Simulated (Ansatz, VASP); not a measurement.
BiTe in VASP and in Ansatz

Contents of INCAR:

```
  ALGO = Normal
  EDIFF = 1E-6
  ENCUT = 520
  GGA = PS
  ISIF = 2
  ISMEAR = 0
  LASPH = True
  LCHARG = False
  LREAL = False
  LWAVE = False
  NBANDS = 18
  NELM = 100
  PREC = Accurate
  SIGMA = 0.15
```

The input KPOINTS:

```
k-points
0
Gamma
  14 14 14
```

Contents of POSCAR:

```
BiTe
1.0
    0.0000000000      3.2350000000      3.2350000000
    3.2350000000      0.0000000000      3.2350000000
    3.2350000000      3.2350000000      0.0000000000
Bi Te
1 1
Direct
   -0.0077279753      0.0077279753      0.0077279753
    0.5000000000      0.5000000000      0.5000000000
```

Input for Ansatz:

```yaml
crystal:
  lattice:
    - [0.0, 3.235, 3.235]
    - [3.235, 0.0, 3.235]
    - [3.235, 3.235, 0.0]
  atoms:
    - { symbol: Bi, position: [-0.0077279753, 0.0077279753, 0.0077279753] }
    - { symbol: Te, position: [0.5, 0.5, 0.5] }
basis:
  ecutwfc: 420
kpoints:
  mp_grid: { grid: [14, 14, 14] }
hamiltonian:
  xc: pbesol
scf:
  occupations: { method: gaussian, width: 0.15 }
output:
  forces: true
  stress: true
  eigenvalues: true
```

Change from the starting cell: all Bi atoms moved +0.050 Å, as atom 1 along Cartesian [1 0 0].

Alike in both runs: task single point; functional PBEsol; k mesh 14 × 14 × 14; occupations gaussian, width 0.15 eV; no spin polarisation.

```csv
,VASP,Ansatz
version,VASP 6.6.1,Ansatz 0.2.0
potentials or method,"VASP PAW PBE potentials, release 64 (Bi_d, Te), cutoff 520 eV","scalar-relativistic, plane waves, PAW"
valence electrons in the cell,21,31
```

|  | VASP | Ansatz | Ansatz less VASP |
| --- | --- | --- | --- |
| gap on the k mesh at the Fermi level (eV) | none | none | - |
| pressure (GPa) | -1.7 | -1.7 | +0.02 |
| rms of the force components (eV/Å) | 0.066 | 0.066 | -0.0006 |

VASP's potentials were made for PBE, not for PBEsol. Atom by atom the forces differ by 0.001 eV/Å (rms over components). A gap of «none» marks a metal or a gap that the smearing closes. VASP's potentials hold 21 valence electrons a cell and Ansatz's 31, so a difference there can come from the potentials and not from the codes.

Spin-orbit coupling is off throughout.
